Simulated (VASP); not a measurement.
# InP (I-4m2) in VASP: a series of runs

The runs below take InP through single point, with PBE.

Program: VASP 6.6.1. These are calculated values, not measurements. Logs are shortened: lines on timing, memory, paths and dates and some standing lists are left out, and cuts for length are marked.

### Step 1. The cell of the first run

It takes space group I-4m2 (No. 119, tetragonal). The conventional cell has a = 4.467 Å, b = 4.467 Å, c = 5.565 Å, α = 90.00°, β = 90.00°, γ = 90.00°. In (site symmetry -4m2) has 4 P at 2.63 Å within 3.5 Å. P (site symmetry -4m2) has 4 In at 2.63 Å within 3.5 Å.

### Step 2. Single point, PBE

INCAR

```
PREC = Accurate
ENCUT = 520
EDIFF = 1E-7
ISMEAR = 0
SIGMA = 0.02
LREAL = F
LASPH = T
NELM = 60
ALGO = Normal
ISIF = 2
LWAVE = F
LCHARG = F
GGA = PE
NBANDS = 26
```

KPOINTS

```
Automatic mesh
0
Gamma
  8 8 6
```

POSCAR

```
InP
1.0
    3.1586876535      3.1586876535      0.0000000000
   -3.1586876535      3.1586876535      0.0000000000
    0.0000000000      0.0000000000      5.5648891419
In P
2 2
Direct
    0.0000000000      0.0000000000      0.0000000000
    0.5000000000      0.5000000000      0.5000000000
    0.5000000000      0.0000000000      0.7500000000
    0.0000000000      0.5000000000      0.2500000000
```

Potentials or basis: VASP PAW PBE potentials, release 64 (In_d, P).

The run is started by

```bash
> cat potpaw_PBE.64/In_d/POTCAR potpaw_PBE.64/P/POTCAR > POTCAR
> mpirun -np 1 vasp_std > vasp.out
```

OUTCAR:

```text
PREC = Accurate
   ENCUT = 520
   EDIFF = 1E-7
   ISMEAR = 0
   LREAL = F
   LASPH = T
   NELM = 60
   ISIF = 2
   GGA = PE

 ion  position               nearest neighbor table
   1  0.000  0.000  0.000-   3 2.63   4 2.63   4 2.63   3 2.63
   2  0.500  0.500  0.500-   3 2.63   4 2.63   3 2.63   4 2.63
   3  0.500  0.000  0.750-   1 2.63   2 2.63   2 2.63   1 2.63
   4  0.000  0.500  0.250-   1 2.63   2 2.63   1 2.63   2 2.63

  LATTYP: Found a simple tetragonal cell.
 ALAT       =     4.4670589189
 C/A-ratio  =     1.2457613036

  Lattice vectors:

 A1 = (   3.1586876535,   3.1586876535,   0.0000000000)
 A2 = (  -3.1586876535,   3.1586876535,   0.0000000000)
 A3 = (   0.0000000000,   0.0000000000,   5.5648891419)

Analysis of symmetry for initial positions (statically):
=====================================================================
 Subroutine PRICEL returns following result:

  LATTYP: Found a body centered tetragonal cell.
 ALAT       =     4.4670589189
 C/A-ratio  =     1.2457613036

  Lattice vectors:

 A1 = (   0.0000000000,  -3.1586876535,  -2.7824445710)
 A2 = (   0.0000000000,   3.1586876535,  -2.7824445709)
 A3 = (   3.1586876535,   0.0000000000,   2.7824445710)

   2 primitive cells build up your supercell.

 Routine SETGRP: Setting up the symmetry group for a
 simple tetragonal supercell.

 Subroutine GETGRP returns: Found  8 space group operations
 (whereof  8 operations were pure point group operations)
 out of a pool of 16 trial point group operations.

The static configuration has the point symmetry D_2d.

Analysis of symmetry for dynamics (positions and initial velocities):
=====================================================================
 Subroutine PRICEL returns following result:

  LATTYP: Found a body centered tetragonal cell.
 ALAT       =     4.4670589189
 C/A-ratio  =     1.2457613036

  Lattice vectors:

 A1 = (   0.0000000000,  -3.1586876535,  -2.7824445710)
 A2 = (   0.0000000000,   3.1586876535,  -2.7824445709)
 A3 = (   3.1586876535,   0.0000000000,   2.7824445710)

   2 primitive cells build up your supercell.

 Routine SETGRP: Setting up the symmetry group for a
 simple tetragonal supercell.

 Subroutine GETGRP returns: Found  8 space group operations
 (whereof  8 operations were pure point group operations)
 out of a pool of 16 trial point group operations.

The dynamic configuration has the point symmetry D_2d.

 Subroutine INISYM returns: Found  8 space group operations
 (whereof  8 operations are pure point group operations),
 and found     2 'primitive' translations

----------------------------------------------------------------------------------------

                                     Primitive cell

  volume of cell :      55.5226

  direct lattice vectors                    reciprocal lattice vectors
     0.000000000 -3.158687653 -2.782444571     0.158293587 -0.158293587 -0.179698099
     0.000000000  3.158687653 -2.782444571     0.158293587  0.158293587 -0.179698099
     3.158687653  0.000000000  2.782444571     0.316587175  0.000000000  0.000000000

  length of vectors
     4.209430541  4.209430541  4.209430541     0.287062931  0.287062931  0.316587175

  position of ions in fractional coordinates (direct lattice)
     0.000000000  0.000000000  0.000000000
     0.250000000  0.750000000  0.500000000

  ion indices of the primitive-cell ions
   primitive index   ion index
                 1           1
                 2           3

----------------------------------------------------------------------------------------

 KPOINTS: Automatic mesh

Automatic generation of k-mesh.
 Grid dimensions read from file:
 generate k-points for:    8    8    6

 Generating k-lattice:

  Cartesian coordinates                     Fractional coordinates (reciprocal lattice)
     0.019786698  0.019786698  0.000000000     0.125000000  0.000000000  0.000000000
    -0.019786698  0.019786698  0.000000000     0.000000000  0.125000000  0.000000000
     0.000000000  0.000000000  0.029949683     0.000000000  0.000000000  0.166666667

  Length of vectors
     0.027982617  0.027982617  0.029949683

  Shift w.r.t. Gamma in fractional coordinates (k-lattice)
     0.000000000  0.000000000  0.000000000

 Subroutine IBZKPT returns following result:
 ===========================================

 Found     60 irreducible k-points:

 Following reciprocal coordinates:
            Coordinates               Weight
  0.000000  0.000000  0.000000      1.000000
  0.125000  0.000000  0.000000      4.000000
  0.250000  0.000000  0.000000      4.000000
  0.375000  0.000000  0.000000      4.000000
  0.500000  0.000000  0.000000      2.000000
  0.125000  0.125000  0.000000      4.000000
[... 16 lines left out ...]
  0.375000  0.125000  0.166667     16.000000
  0.500000  0.125000  0.166667      8.000000
 [... further k-points ...]
   k-points           NKPTS =     60   k-points in BZ     NKDIM =     60   number of bands    NBANDS=     26
   number of dos      NEDOS =    301   number of ions     NIONS =      4
   total plane-waves  NPLWV =  54432
   dimension x,y,z NGX =    36 NGY =   36 NGZ =   42
   dimension x,y,z NGXF=    72 NGYF=   72 NGZF=   84
   ions per type =               2   2
   NGX,Y,Z   is equivalent  to a cutoff of  13.40, 13.40, 12.55 a.u.
   NGXF,Y,Z  is equivalent  to a cutoff of  26.80, 26.80, 25.09 a.u.
 SYSTEM =  unknown system
   PREC   = accura    normal or accurate (medium, high low for compatibility)
   ISTART =      0    job   : 0-new  1-cont  2-samecut
   ICHARG =      2    charge: 1-file 2-atom 10-const
   ISPIN  =      1    spin polarized calculation?
   LNONCOLLINEAR =      F non collinear calculations
   LSORBIT =      F    spin-orbit coupling
   LASPH  =      T    aspherical Exc in radial PAW
   ENCUT  =  520.0 eV  38.22 Ry    6.18 a.u.   8.31  8.31 10.35*2*pi/ulx,y,z
   NELM   =     60;   NELMIN=  2; NELMDL= -5     # of ELM steps
   EDIFF  = 0.1E-06   stopping-criterion for ELM
   LREAL  =      F    real-space projection
   EDIFFG = 0.1E-05   stopping-criterion for IOM
   NSW    =      0    number of steps for IOM
   IBRION =     -1    ionic relax: 0-MD 1-quasi-New 2-CG
   NFREE  =      0    steps in history (QN), initial steepest desc. (CG)
   ISIF   =      2    stress and relaxation
   ISYM   =      2    0-nonsym 1-usesym 2-fastsym
   POTIM  = 0.5000    time-step for ionic-motion
   TEBEG  =    0.0;   TEEND  =   0.0 temperature during run
   PSTRESS=    0.0 pullay stress
   NELECT =      36.0000    total number of electrons
   NUPDOWN=      -1.0000    fix difference up-down
   EMIN   =  10.00;   EMAX   =-10.00  energy-range for DOS
   EFERMI =   0.00;   METHOD = LEGACY
   ISMEAR =     0;   SIGMA  =   0.02  broadening in eV -4-tet -1-fermi 0-gaus
   EFERMI_NEDOS =   21; number of points for ismear=-14 and -15
   IALGO  =     38    algorithm
   IMIX   =      4    mixing-type and parameters
     AMIX     =   0.40;   BMIX     =  1.00
     AMIX_MAG =   1.60;   BMIX_MAG =  1.00
  volume/ion in A,a.u.               =      27.76       187.34
  Fermi-wavevector in a.u.,A,eV,Ry     =   1.124628  2.125239 17.208499  1.264789
  Thomas-Fermi vector in A             =   2.261301
   LORBIT       =      0    0 simple, 1 ext, 2 COOP (PROOUT), +10 PAW based schemes
   GGA     = PE    functional components
   LHFCALC =     F    Hartree Fock is set to
   AEXX    =    0.0000 exact exchange contribution
   IVDW    =     0    specifies the selected vdW correction
   LEPSILON=     F    determine dielectric tensor
   LRPA    =     F    only Hartree local field effects (RPA)
 non-spin polarized calculation
 Gauss-broadening in eV      SIGMA  =   0.02
  energy-cutoff  :      520.00
  volume of cell :      111.05
 maximum number of plane-waves:      3017
 NGX is ok and might be reduce to    36
   NGX = 17   NGY = 17   NGZ = 21

 number of electron      36.0000012 magnetization

 Free energy of the ion-electron system (eV)
  ---------------------------------------------------
  ext. energy  EPLUGINS =         0.00000000
  ---------------------------------------------------
  free energy    TOTEN  =       -16.63993921 eV

  energy without entropy =      -16.63993921  energy(sigma->0) =      -16.63993921

 E-fermi :   4.3742     XC(G=0):  -8.8731

 val. band max:        4.2762288909   @ k =   0.0000   0.0000   0.0000
 cond. band min:       4.4645073148   @ k =   0.0000   0.0000   0.0000
 fundamental gap:      0.1882784239
 Fermi energy:         4.3742194027

 k-point     1 :       0.0000    0.0000    0.0000
  band No.  band energies     occupation
      1      -9.9841      2.00000
      2      -9.8743      2.00000
      3      -9.8743      2.00000
      4      -9.8286      2.00000
      5      -9.8172      2.00000
      6      -9.7947      2.00000
[... 18 lines left out ...]
     25      12.2551      0.00000
     26      12.5882      0.00000

 k-point     2 :       0.1250    0.0000    0.0000
  band No.  band energies     occupation
      1      -9.9780      2.00000
      2      -9.8810      2.00000
      3      -9.8713      2.00000
      4      -9.8256      2.00000
      5      -9.8144      2.00000
      6      -9.7977      2.00000
[... 18 lines left out ...]
     25      12.1329      0.00000
     26      12.3046      0.00000

 k-point     3 :       0.2500    0.0000    0.0000
  band No.  band energies     occupation
      1      -9.9634      2.00000
      2      -9.8971      2.00000
      3      -9.8625      2.00000
      4      -9.8205      2.00000
      5      -9.8127      2.00000
      6      -9.8062      2.00000
[... 18 lines left out ...]
     25      11.3469      0.00000
     26      11.4538      0.00000

 k-point     4 :       0.3750    0.0000    0.0000
  band No.  band energies     occupation
      1      -9.9472      2.00000
      2      -9.9156      2.00000
      3      -9.8495      2.00000
      4      -9.8190      2.00000
      5      -9.8183      2.00000
      6      -9.8171      2.00000
[... 18 lines left out ...]
     25      10.4276      0.00000
     26      10.8827      0.00000

 k-point     5 :       0.5000    0.0000    0.0000
  band No.  band energies     occupation
      1      -9.9321      2.00000
      2      -9.9321      2.00000
      3      -9.8343      2.00000
      4      -9.8343      2.00000
      5      -9.8186      2.00000
      6      -9.8186      2.00000
[... 18 lines left out ...]
     25       9.9208      0.00000
     26       9.9208      0.00000

 k-point     6 :       0.1250    0.1250    0.0000
  band No.  band energies     occupation
      1      -9.9729      2.00000
      2      -9.8932      2.00000
      3      -9.8621      2.00000
      4      -9.8221      2.00000
      5      -9.8116      2.00000
      6      -9.8073      2.00000
[... 427 lines left out ...]
 k-point    21 :       0.1250    0.1250    0.1667
  band No.  band energies     occupation
      1      -9.9654      2.00000
      2      -9.8916      2.00000
      3      -9.8594      2.00000
      4      -9.8290      2.00000
      5      -9.8123      2.00000
      6      -9.8091      2.00000
[... 18 lines left out ...]
     25      10.4636      0.00000
     26      11.8466      0.00000

 k-point    22 :       0.2500    0.1250    0.1667
  band No.  band energies     occupation
      1      -9.9564      2.00000
      2      -9.9110      2.00000
      3      -9.8500      2.00000
      4      -9.8209      2.00000
      5      -9.8198      2.00000
      6      -9.8062      2.00000
[... 18 lines left out ...]
     25       9.7992      0.00000
     26      11.6007      0.00000

 k-point    23 :       0.3750    0.1250    0.1667
  band No.  band energies     occupation
      1      -9.9487      2.00000
      2      -9.9289      2.00000
      3      -9.8402      2.00000
      4      -9.8260      2.00000
      5      -9.8148      2.00000
      6      -9.8099      2.00000
[... 18 lines left out ...]
     25      10.1896      0.00000
     26      11.3702      0.00000

 k-point    24 :       0.5000    0.1250    0.1667
  band No.  band energies     occupation
      1      -9.9411      2.00000
      2      -9.9411      2.00000
      3      -9.8312      2.00000
      4      -9.8312      2.00000
      5      -9.8135      2.00000
      6      -9.8135      2.00000
[... 18 lines left out ...]
     25      10.7797      0.00000
     26      10.7797      0.00000

 [... further k-points ...]
[... 5 lines left out ...]
  --------------------------------------------------------------------------------------
  -------------------------------------------------------------------------------------
  Total       -2.9189943     -2.9189943     -0.0283594      0.0000000      0.0000000      0.0000000
  in kB      -42.1156925    -42.1156925     -0.4091741      0.0000000      0.0000000      0.0000000
  external PRESSURE =     -28.2135197 kB  Pullay stress =       0.0000000 kB

 VOLUME and BASIS-vectors are now :
 -----------------------------------------------------------------------------
  energy-cutoff  :      520.00
  volume of cell :      111.05
      direct lattice vectors                 reciprocal lattice vectors
     3.158687653  3.158687653  0.000000000     0.158293587  0.158293587  0.000000000
    -3.158687653  3.158687653  0.000000000    -0.158293587  0.158293587  0.000000000
     0.000000000  0.000000000  5.564889142     0.000000000  0.000000000  0.179698099

 POSITION                                       TOTAL-FORCE (eV/Angst)
 -----------------------------------------------------------------------------------
      0.00000      0.00000      0.00000         0.000000     -0.000000      0.000000
      0.00000      3.15869      2.78244         0.000000      0.000000     -0.000000
      1.57934      1.57934      4.17367        -0.000000     -0.000000      0.000000
     -1.57934      1.57934      1.39122        -0.000000     -0.000000      0.000000
 -----------------------------------------------------------------------------------
    total drift:                               -0.000000      0.000000      0.000000

  FREE ENERGIE OF THE ION-ELECTRON SYSTEM (eV)
  ---------------------------------------------------
  free  energy   TOTEN  =       -16.6399392093 eV

  energy  without entropy=      -16.6399392093  energy(sigma->0) =      -16.63993921
```

Run time: 57 s. Hardware: 1 thread of Intel Xeon 6975P-C (Granite Rapids), shared host; peak memory 0.31 GiB.

Results:

```yaml
Free_energy: -16.6399 eV
Pressure: -2.8 GPa
Band_gap_on_the_k_mesh: 0.19 eV
```

Caveat: spin-orbit coupling is left out, which moves the levels of the heavy elements.

[end of part 1 of 2]
